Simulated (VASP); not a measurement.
**FeO: single point with PBE+D4**

Crystal: FeO.

```xyz
2
Lattice="0.0000 2.1263 2.1263 2.1263 0.0000 2.1263 2.1263 2.1263 0.0000" Properties=species:S:1:pos:R:3 pbc="T T T"
Fe    0.0000    0.0000    0.0000
O     2.1263    2.1263    2.1263
```

```
Program             : VASP 6.6.1
Task                : single point
Functional          : PBE
Dispersion          : D4
Potentials or basis : VASP PAW PBE potentials, release 64 (Fe, O)
Cutoff              : 520 eV
k mesh              : 11 × 11 × 11
Occupations         : fermi-dirac, width 0.05 eV
Spin                : collinear spin, ferromagnetic start
Starting moments    : [3.0, 0.0] μB
```

```json
{
 "Pressure": "4.9 GPa",
 "Band gap on the k mesh": "zero (filled and empty bands overlap)",
 "Net moment": "4.00 μB per cell",
 "Site moments": "Fe +3.61; O +0.31 μB",
 "Valence electrons inside the program's atomic spheres": "Fe 6.80; O 5.02",
 "Dispersion energy per atom": "-0.248 eV"
}
```

Levels at points of the mesh, in eV from the Fermi level:
Spin up:
```
           k point  band 5  band 6  band 7  band 8  band 9  band 10  band 11  band 12  band 13  band 14
(0.00, 0.00, 0.00)   -3.91   -3.91   -3.91   -3.68   -3.68     0.33    15.61    17.38    17.38    17.38
```
Spin down:
```
           k point  band 3  band 4  band 5  band 6  band 7  band 8
(0.00, 0.00, 0.00)   -3.36   -3.36   -0.79   -0.79   -0.79    0.18
```

It took 71 s on 1 thread of Intel Xeon 8259CL (shared host), peak memory 0.17 GiB.

Caveat: the cell stands under pressure; a cell with one magnetic atom can't hold antiferromagnetic order, which such compounds often take; semilocal functionals often make such compounds metallic where correlation or magnetic order opens a gap, which also shifts bond lengths. With open d or f shells a metallic result of PBE can be an artefact of self-interaction; +U or a hybrid may open a gap.
